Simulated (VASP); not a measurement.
# BeS (F-43m) in VASP: a series of runs

The runs below take BeS through single point, with r2SCAN.

Program: VASP 6.6.1. These are calculated values, not measurements. Logs are shortened: lines on timing, memory, paths and dates and some standing lists are left out, and cuts for length are marked.

### Step 1. The cell of the first run

The structure is cubic, space group F-43m (No. 216). The conventional cell has a = 4.964 Å, b = 4.964 Å, c = 4.964 Å, α = 90.00°, β = 90.00°, γ = 90.00°. Be (site symmetry -43m) has 4 S at 2.15 Å within 2.8 Å. S (site symmetry -43m) has 4 Be at 2.15 Å within 2.8 Å.

### Step 2. Single point, r2SCAN (15.29 Å³/atom)

POSCAR reads:

```
BeS
1.0
    0.0000000000      2.4820502594      2.4820502594
    2.4820502594      0.0000000000      2.4820502594
    2.4820502594      2.4820502594      0.0000000000
Be S
1 1
Direct
    0.0000000000      0.0000000000      0.0000000000
    0.2500000000      0.2500000000      0.2500000000
```

INCAR.step1 reads:

```
ALGO = Normal
EDIFF = 1E-4
ENCUT = 520
GGA = PE
ISMEAR = 0
LASPH = True
LCHARG = False
LREAL = False
LWAVE = True
NBANDS = 11
NELM = 100
PREC = Accurate
SIGMA = 0.01
```

INCAR.step2 reads:

```
ALGO = Normal
EDIFF = 1E-6
ENCUT = 520
ISIF = 2
ISMEAR = 0
ISTART = 1
LASPH = True
LCHARG = False
LMIXTAU = True
LREAL = False
LWAVE = False
METAGGA = R2SCAN
NBANDS = 11
NELM = 100
PREC = Accurate
SIGMA = 0.01
```

KPOINTS reads:

```
k-points
0
Gamma
  8 8 8
```

Potentials or basis: VASP PAW PBE potentials, release 64 (Be, S).

On the command line:

```
> cat potpaw_PBE.64/Be/POTCAR potpaw_PBE.64/S/POTCAR > POTCAR
> cp INCAR.step1 INCAR
> mpirun -np 1 vasp_std > vasp.out
> cp INCAR.step2 INCAR
> mpirun -np 1 vasp_std > vasp.out
```

OUTCAR:

```text
EDIFF = 1E-6
   ENCUT = 520
   ISIF = 2
   ISMEAR = 0
   ISTART = 1
   LASPH = True
   LREAL = False
   METAGGA = R2SCAN
   NELM = 100
   PREC = Accurate

 ion  position               nearest neighbor table
   1  0.000  0.000  0.000-   2 2.15   2 2.15   2 2.15   2 2.15
   2  0.250  0.250  0.250-   1 2.15   1 2.15   1 2.15   1 2.15

  LATTYP: Found a face centered cubic cell.
 ALAT       =     4.9641005188

  Lattice vectors:

 A1 = (   0.0000000000,   2.4820502594,   2.4820502594)
 A2 = (   2.4820502594,   0.0000000000,   2.4820502594)
 A3 = (   2.4820502594,   2.4820502594,   0.0000000000)

Analysis of symmetry for initial positions (statically):
=====================================================================
 Subroutine PRICEL returns:
 Original cell was already a primitive cell.

 Routine SETGRP: Setting up the symmetry group for a
 face centered cubic supercell.

 Subroutine GETGRP returns: Found 24 space group operations
 (whereof 24 operations were pure point group operations)
 out of a pool of 48 trial point group operations.

The static configuration has the point symmetry T_d .

Analysis of symmetry for dynamics (positions and initial velocities):
=====================================================================
 Subroutine PRICEL returns:
 Original cell was already a primitive cell.

 Routine SETGRP: Setting up the symmetry group for a
 face centered cubic supercell.

 Subroutine GETGRP returns: Found 24 space group operations
 (whereof 24 operations were pure point group operations)
 out of a pool of 48 trial point group operations.

The dynamic configuration has the point symmetry T_d .

 Subroutine INISYM returns: Found 24 space group operations
 (whereof 24 operations are pure point group operations),
 and found     1 'primitive' translations

----------------------------------------------------------------------------------------

                                     Primitive cell

  volume of cell :      30.5817

  direct lattice vectors                    reciprocal lattice vectors
     0.000000000  2.482050259  2.482050259    -0.201446364  0.201446364  0.201446364
     2.482050259  0.000000000  2.482050259     0.201446364 -0.201446364  0.201446364
     2.482050259  2.482050259  0.000000000     0.201446364  0.201446364 -0.201446364

  length of vectors
     3.510149139  3.510149139  3.510149139     0.348915337  0.348915337  0.348915337

  position of ions in fractional coordinates (direct lattice)
     0.000000000  0.000000000  0.000000000
     0.250000000  0.250000000  0.250000000

  ion indices of the primitive-cell ions
   primitive index   ion index
                 1           1
                 2           2

----------------------------------------------------------------------------------------

 KPOINTS: k-points

Automatic generation of k-mesh.
 Grid dimensions read from file:
 generate k-points for:    8    8    8

 Generating k-lattice:

  Cartesian coordinates                     Fractional coordinates (reciprocal lattice)
    -0.025180795  0.025180795  0.025180795     0.125000000  0.000000000  0.000000000
     0.025180795 -0.025180795  0.025180795     0.000000000  0.125000000  0.000000000
     0.025180795  0.025180795 -0.025180795     0.000000000  0.000000000  0.125000000

  Length of vectors
     0.043614417  0.043614417  0.043614417

  Shift w.r.t. Gamma in fractional coordinates (k-lattice)
     0.000000000  0.000000000  0.000000000

 Subroutine IBZKPT returns following result:
 ===========================================

 Found     29 irreducible k-points:

 Following reciprocal coordinates:
            Coordinates               Weight
  0.000000  0.000000  0.000000      1.000000
  0.125000  0.000000  0.000000      8.000000
  0.250000  0.000000  0.000000      8.000000
  0.375000  0.000000  0.000000      8.000000
  0.500000  0.000000  0.000000      4.000000
  0.125000  0.125000  0.000000      6.000000
[... 16 lines left out ...]
  0.500000  0.250000  0.125000     48.000000
 -0.375000  0.250000  0.125000     24.000000
 [... further k-points ...]
   k-points           NKPTS =     29   k-points in BZ     NKDIM =     29   number of bands    NBANDS=     11
   number of dos      NEDOS =    301   number of ions     NIONS =      2
   total plane-waves  NPLWV =  21952
   dimension x,y,z NGX =    28 NGY =   28 NGZ =   28
   dimension x,y,z NGXF=    56 NGYF=   56 NGZF=   56
   ions per type =               1   1
   NGX,Y,Z   is equivalent  to a cutoff of  13.26, 13.26, 13.26 a.u.
   NGXF,Y,Z  is equivalent  to a cutoff of  26.52, 26.52, 26.52 a.u.
 SYSTEM =  unknown system
   PREC   = accura    normal or accurate (medium, high low for compatibility)
   ISTART =      1    job   : 0-new  1-cont  2-samecut
   ICHARG =      0    charge: 1-file 2-atom 10-const
   ISPIN  =      1    spin polarized calculation?
   LNONCOLLINEAR =      F non collinear calculations
   LSORBIT =      F    spin-orbit coupling
   LASPH  =      T    aspherical Exc in radial PAW
   ENCUT  =  520.0 eV  38.22 Ry    6.18 a.u.   6.53  6.53  6.53*2*pi/ulx,y,z
   NELM   =    100;   NELMIN=  2; NELMDL=  0     # of ELM steps
   EDIFF  = 0.1E-05   stopping-criterion for ELM
   LREAL  =      F    real-space projection
   EDIFFG = 0.1E-04   stopping-criterion for IOM
   NSW    =      0    number of steps for IOM
   IBRION =     -1    ionic relax: 0-MD 1-quasi-New 2-CG
   NFREE  =      0    steps in history (QN), initial steepest desc. (CG)
   ISIF   =      2    stress and relaxation
   ISYM   =      2    0-nonsym 1-usesym 2-fastsym
   POTIM  = 0.5000    time-step for ionic-motion
   TEBEG  =    0.0;   TEEND  =   0.0 temperature during run
   PSTRESS=    0.0 pullay stress
   NELECT =       8.0000    total number of electrons
   NUPDOWN=      -1.0000    fix difference up-down
   EMIN   =  10.00;   EMAX   =-10.00  energy-range for DOS
   EFERMI =   0.00;   METHOD = LEGACY
   ISMEAR =     0;   SIGMA  =   0.01  broadening in eV -4-tet -1-fermi 0-gaus
   EFERMI_NEDOS =   21; number of points for ismear=-14 and -15
   IALGO  =     38    algorithm
   IMIX   =      4    mixing-type and parameters
     AMIX     =   0.40;   BMIX     =  1.00
     AMIX_MAG =   1.60;   BMIX_MAG =  1.00
  volume/ion in A,a.u.               =      15.29       103.19
  Fermi-wavevector in a.u.,A,eV,Ry     =   1.047010  1.978562 14.915120  1.096230
  Thomas-Fermi vector in A             =   2.181872
   LORBIT       =      0    0 simple, 1 ext, 2 COOP (PROOUT), +10 PAW based schemes
   METAGGA = R2SCAN    functional components
   LHFCALC =     F    Hartree Fock is set to
   AEXX    =    0.0000 exact exchange contribution
   IVDW    =     0    specifies the selected vdW correction
   LEPSILON=     F    determine dielectric tensor
   LRPA    =     F    only Hartree local field effects (RPA)
 non-spin polarized calculation
 Gauss-broadening in eV      SIGMA  =   0.01
  energy-cutoff  :      520.00
  volume of cell :       30.58
 maximum number of plane-waves:       869
 NGX is ok and might be reduce to    28
   NGX = 13   NGY = 13   NGZ = 13

 number of electron       8.0000001 magnetization

 Free energy of the ion-electron system (eV)
  ---------------------------------------------------
  ext. energy  EPLUGINS =         0.00000000
  ---------------------------------------------------
  free energy    TOTEN  =       -14.76081267 eV

  energy without entropy =      -14.76081267  energy(sigma->0) =      -14.76081267

 E-fermi :   3.3467     XC(G=0):  -9.8840

 val. band max:        3.2661109020   @ k =   0.0000   0.0000   0.0000
 cond. band min:       6.9841941002   @ k =   0.5000   0.5000   0.0000
 fundamental gap:      3.7180831982
 Fermi energy:         3.3466938163

 k-point     1 :       0.0000    0.0000    0.0000
  band No.  band energies     occupation
      1     -10.5644      2.00000
      2       3.2661      2.00000
      3       3.2661      2.00000
      4       3.2661      2.00000
      5       9.3391      0.00000
      6       9.5534      0.00000
      7       9.5534      0.00000
      8       9.5534      0.00000
      9      16.5543      0.00000
     10      16.5543      0.00000
     11      18.5917      0.00000

 k-point     2 :       0.1250    0.0000    0.0000
  band No.  band energies     occupation
      1     -10.3961      2.00000
      2       2.1347      2.00000
      3       3.0865      2.00000
      4       3.0865      2.00000
      5       9.3386      0.00000
      6       9.8932      0.00000
      7       9.8932      0.00000
      8      10.6980      0.00000
      9      15.9076      0.00000
     10      15.9076      0.00000
     11      18.5895      0.00000

 k-point     3 :       0.2500    0.0000    0.0000
  band No.  band energies     occupation
      1      -9.9367      2.00000
      2       0.1176      2.00000
      3       2.7190      2.00000
      4       2.7190      2.00000
      5       9.2423      0.00000
      6      10.4226      0.00000
      7      10.4226      0.00000
      8      12.8141      0.00000
      9      15.6842      0.00000
     10      15.6842      0.00000
     11      18.1272      0.00000

 k-point     4 :       0.3750    0.0000    0.0000
  band No.  band energies     occupation
      1      -9.3660      2.00000
      2      -1.5652      2.00000
      3       2.4156      2.00000
      4       2.4156      2.00000
      5       9.1462      0.00000
      6      10.4936      0.00000
      7      10.4936      0.00000
      8      14.4580      0.00000
      9      17.0193      0.00000
     10      17.0193      0.00000
     11      18.1564      0.00000
[... 239 lines left out ...]
 k-point    22 :       0.3750    0.2500    0.1250
  band No.  band energies     occupation
      1      -9.5639      2.00000
      2      -0.1307      2.00000
      3       1.2737      2.00000
      4       2.2309      2.00000
      5       9.3545      0.00000
      6      10.9927      0.00000
      7      11.2516      0.00000
      8      12.3345      0.00000
      9      15.2894      0.00000
     10      18.1642      0.00000
     11      19.7853      0.00000

 k-point    23 :       0.5000    0.2500    0.1250
  band No.  band energies     occupation
      1      -9.0662      2.00000
      2      -1.2184      2.00000
      3       0.7438      2.00000
      4       1.7948      2.00000
      5       9.7987      0.00000
      6      10.5882      0.00000
      7      12.1349      0.00000
      8      13.0612      0.00000
      9      16.3465      0.00000
     10      18.2228      0.00000
     11      20.1910      0.00000

 k-point    24 :      -0.3750    0.2500    0.1250
  band No.  band energies     occupation
      1      -8.8223      2.00000
      2      -1.7305      2.00000
      3       0.6411      2.00000
      4       1.5676      2.00000
      5       9.9270      0.00000
      6      10.2997      0.00000
      7      12.8253      0.00000
      8      14.1963      0.00000
      9      15.2979      0.00000
     10      19.0845      0.00000
     11      19.7146      0.00000

 [... further k-points ...]

------------------------ aborting loop because EDIFF is reached ----------------------------------------

  FORCE on cell =-STRESS in cart. coord.  units (eV):
  Direction    XX          YY          ZZ          XY          YZ          ZX
  --------------------------------------------------------------------------------------
  -------------------------------------------------------------------------------------
  Total       -0.9314448     -0.9314448     -0.9314448      0.0000000      0.0000000      0.0000000
  in kB      -48.7984483    -48.7984483    -48.7984483      0.0000000      0.0000000      0.0000000
  external PRESSURE =     -48.7984483 kB  Pullay stress =       0.0000000 kB

 VOLUME and BASIS-vectors are now :
 -----------------------------------------------------------------------------
  energy-cutoff  :      520.00
  volume of cell :       30.58
      direct lattice vectors                 reciprocal lattice vectors
     0.000000000  2.482050259  2.482050259    -0.201446364  0.201446364  0.201446364
     2.482050259  0.000000000  2.482050259     0.201446364 -0.201446364  0.201446364
     2.482050259  2.482050259  0.000000000     0.201446364  0.201446364 -0.201446364

 POSITION                                       TOTAL-FORCE (eV/Angst)
 -----------------------------------------------------------------------------------
      0.00000      0.00000      0.00000        -0.000000     -0.000000     -0.000000
      1.24103      1.24103      1.24103         0.000000      0.000000      0.000000
 -----------------------------------------------------------------------------------
    total drift:                                0.000000      0.000000      0.000000

  FREE ENERGIE OF THE ION-ELECTRON SYSTEM (eV)
  ---------------------------------------------------
  free  energy   TOTEN  =       -14.7608126732 eV

  energy  without entropy=      -14.7608126732  energy(sigma->0) =      -14.76081267
```

Run time: 62 s. Hardware: 1 thread of Intel Xeon 8259CL, shared host; peak memory 0.16 GiB.

What came out:

| Quantity | Value |
| --- | --- |
| Free energy | -14.7608 eV |
| Pressure | -4.9 GPa |
| Band gap on the k mesh | 3.72 eV (least direct gap 6.07 eV) |

Caveat: the cell stands under tension; the PAW data sets were made with another functional, which shifts forces and pressure a little. r2SCAN opens gaps a little over a GGA but as a rule still falls short of measured ones.

### Step 3. Single point, r2SCAN

This run uses another cell than the first one, of 14.43 Å³/atom.

POSCAR reads:

```
BeS
1.0
    0.0000000000      2.4343066356      2.4343066356
    2.4343066356      0.0000000000      2.4343066356
    2.4343066356      2.4343066356      0.0000000000
Be S
1 1
Direct
    0.0000000000      0.0000000000      0.0000000000
    0.2500000000      0.2500000000      0.2500000000
```

INCAR.step1 reads:

```
ALGO = Normal ; EDIFF = 1E-4
ENCUT = 520 ; GGA = PE
ISMEAR = 0 ; LASPH = True
LCHARG = False ; LREAL = False
LWAVE = True ; NBANDS = 11
NELM = 100 ; PREC = Accurate
SIGMA = 0.01
```

INCAR.step2 reads:

```
ALGO = Normal ; EDIFF = 1E-7
ENCUT = 520 ; ISIF = 2
ISMEAR = 0 ; ISTART = 1
LASPH = True ; LCHARG = False
LMIXTAU = True ; LREAL = False
LWAVE = False ; METAGGA = R2SCAN
NBANDS = 11 ; NELM = 100
PREC = Accurate ; SIGMA = 0.01
```

KPOINTS reads:

```
k-points
0
Gamma
  10 10 10
```

Potentials or basis: VASP PAW PBE potentials, release 64 (Be, S).

On the command line:

```
> cat potpaw_PBE.64/Be/POTCAR potpaw_PBE.64/S/POTCAR > POTCAR
> cp INCAR.step1 INCAR
> mpirun -np 1 vasp_std > vasp.out
> cp INCAR.step2 INCAR
> mpirun -np 1 vasp_std > vasp.out
```

OUTCAR:

```text
EDIFF = 1E-7
   ENCUT = 520
   ISIF = 2
   ISMEAR = 0
   ISTART = 1
   LASPH = True
   LREAL = False
   METAGGA = R2SCAN
   NELM = 100
   PREC = Accurate

 ion  position               nearest neighbor table
   1  0.000  0.000  0.000-   2 2.11   2 2.11   2 2.11   2 2.11
   2  0.250  0.250  0.250-   1 2.11   1 2.11   1 2.11   1 2.11

  LATTYP: Found a face centered cubic cell.
 ALAT       =     4.8686132712

  Lattice vectors:

 A1 = (   0.0000000000,   2.4343066356,   2.4343066356)
 A2 = (   2.4343066356,   0.0000000000,   2.4343066356)
 A3 = (   2.4343066356,   2.4343066356,   0.0000000000)

Analysis of symmetry for initial positions (statically):
=====================================================================
 Subroutine PRICEL returns:
 Original cell was already a primitive cell.

 Routine SETGRP: Setting up the symmetry group for a
 face centered cubic supercell.

 Subroutine GETGRP returns: Found 24 space group operations
 (whereof 24 operations were pure point group operations)
 out of a pool of 48 trial point group operations.

The static configuration has the point symmetry T_d .
[... 171 lines left out ...]
      1     -10.3686      2.00000
      2       3.8485      2.00000
      3       3.8485      2.00000
      4       3.8485      2.00000
      5      10.1124      0.00000
      6      10.1124      0.00000
      7      10.1124      0.00000
      8      10.4331      0.00000
      9      17.2503      0.00000
     10      17.2503      0.00000
     11      19.6603      0.00000
[... 309 lines left out ...]
 k-point    24 :       0.4000    0.3000    0.0000
  band No.  band energies     occupation
      1      -8.7324      2.00000
      2      -0.3933      2.00000
      3       1.3779      2.00000
      4       1.6385      2.00000
      5       8.4333      0.00000
      6      10.2085      0.00000
      7      14.7785      0.00000
      8      14.8968      0.00000
      9      18.5677      0.00000
     10      19.9161      0.00000
     11      21.7279      0.00000

 [... further k-points ...]

------------------------ aborting loop because EDIFF is reached ----------------------------------------

  FORCE on cell =-STRESS in cart. coord.  units (eV):
  Direction    XX          YY          ZZ          XY          YZ          ZX
  --------------------------------------------------------------------------------------
  -------------------------------------------------------------------------------------
  Total        0.0484094      0.0484094      0.0484094      0.0000000      0.0000000      0.0000000
  in kB        2.6883413      2.6883413      2.6883413      0.0000000      0.0000000      0.0000000
  external PRESSURE =       2.6883413 kB  Pullay stress =       0.0000000 kB

 VOLUME and BASIS-vectors are now :
 -----------------------------------------------------------------------------
  energy-cutoff  :      520.00
  volume of cell :       28.85
      direct lattice vectors                 reciprocal lattice vectors
     0.000000000  2.434306636  2.434306636    -0.205397296  0.205397296  0.205397296
     2.434306636  0.000000000  2.434306636     0.205397296 -0.205397296  0.205397296
     2.434306636  2.434306636  0.000000000     0.205397296  0.205397296 -0.205397296

 POSITION                                       TOTAL-FORCE (eV/Angst)
 -----------------------------------------------------------------------------------
      0.00000      0.00000      0.00000        -0.000000      0.000000     -0.000000
      1.21715      1.21715      1.21715         0.000000     -0.000000      0.000000
 -----------------------------------------------------------------------------------
    total drift:                                0.000000      0.000000      0.000000

  FREE ENERGIE OF THE ION-ELECTRON SYSTEM (eV)
  ---------------------------------------------------
  free  energy   TOTEN  =       -14.7866642612 eV

  energy  without entropy=      -14.7866642612  energy(sigma->0) =      -14.78666426
```

OUTCAR.step1:

```text
EDIFF = 1E-4
   ENCUT = 520
   GGA = PE
   ISMEAR = 0
   LASPH = True
[... 557 lines left out ...]
 -----------------------------------------------------------------------------------
      0.00000      0.00000      0.00000         0.000000      0.000000      0.000000
      1.21715      1.21715      1.21715        -0.000000     -0.000000     -0.000000
 -----------------------------------------------------------------------------------
    total drift:                               -0.000000     -0.000000     -0.000000

  FREE ENERGIE OF THE ION-ELECTRON SYSTEM (eV)
  ---------------------------------------------------
  free  energy   TOTEN  =       -10.0132330630 eV

  energy  without entropy=      -10.0132330630  energy(sigma->0) =      -10.01323306
```

Wall time 1.7 min (1 thread of Intel Xeon 8259CL, shared host); peak memory 0.16 GiB.

Results:

```yaml
Free_energy: -14.7867 eV
Pressure: 0.3 GPa
Band_gap_on_the_k_mesh: 3.60 eV (least direct gap 6.26 eV)
```

Levels at points of the mesh, in eV from the valence-band top:
| k point | band 1 | band 2 | band 3 | band 4 | band 5 | band 6 | band 7 | band 8 | band 9 |
| --- | --- | --- | --- | --- | --- | --- | --- | --- | --- |
| (0.00, 0.00, 0.00) | -14.22 | 0.00 | 0.00 | 0.00 | 6.26 | 6.26 | 6.26 | 6.58 | 13.40 |
| (0.50, 0.00, 0.00) | -12.57 | -5.88 | -1.04 | -1.04 | 6.06 | 7.14 | 7.14 | 12.00 | 15.68 |
| (0.50, 0.50, 0.00) | -12.01 | -5.13 | -2.67 | -2.67 | 3.60 | 5.39 | 13.77 | 13.77 | 16.61 |

Caveat: the PAW data sets were made with another functional, which shifts forces and pressure a little. r2SCAN opens gaps a little over a GGA but as a rule still falls short of measured ones.
